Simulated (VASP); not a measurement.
Set up this calculation in VASP 6.6.1, as the native input.

| Property | Result |
| --- | --- |
| Task | single point |
| Functional | PBE |
| Potentials or basis | VASP PAW PBE potentials, release 64 (Zn, Cd, Se) |
| Cutoff | 520 eV |
| k mesh | 6 × 6 × 2 |
| Occupations | gaussian, width 0.1 eV |
| Spin | no spin polarisation |
| Dipole correction | no |
| Further INCAR settings | ALGO = Normal; EDIFF = 1e-06; NBANDS = 39 |

The structure of ZnCd3Se2 lies in POSCAR:

```
ZnCd3Se2
1.0
    3.6639330000      0.0000000000      0.0000000000
    0.0000000000      3.6639330000      0.0000000000
    0.0000000000      0.0000000000     12.2478228000
Zn Cd Se
1 3 2
Direct
    0.5000000000      0.5000000000      0.5000000000
    0.0000000000      0.0000000000      0.0000000000
    0.0000000000      0.0000000000      0.7145522800
    0.0000000000      0.0000000000      0.2854477200
    0.5000000000      0.5000000000      0.8473602500
    0.5000000000      0.5000000000      0.1526397500
```

The cell was generated, and may not be a known phase.

One way to write it, as run:

INCAR

```
PREC = Accurate
ENCUT = 520
EDIFF = 1E-6
ISMEAR = 0
SIGMA = 0.1
LREAL = F
LASPH = T
NELM = 60
ALGO = Normal
ISIF = 2
LWAVE = F
LCHARG = T
GGA = PE
LELF = T
LVHAR = T
NBANDS = 39
```

KPOINTS

```
regular mesh
0
Gamma
  6 6 2
```

Potentials or basis: VASP PAW PBE potentials, release 64 (Zn, Cd, Se).

The run is started by

```sh
$ cat potpaw_PBE.64/Zn/POTCAR potpaw_PBE.64/Cd/POTCAR potpaw_PBE.64/Se/POTCAR > POTCAR
$ mpirun -np 1 vasp_std > vasp.out
```

It gave:

The pressure is -3.6 GPa. The largest force is 0.144 eV/Å and the band gap on the k mesh is zero (bands 30 and 31 overlap by 1.02 eV).

Caveat: the cell stands under tension.

Wall time 3.2 min on 1 thread of AMD EPYC 7R13 (shared host), peak memory 0.34 GiB.
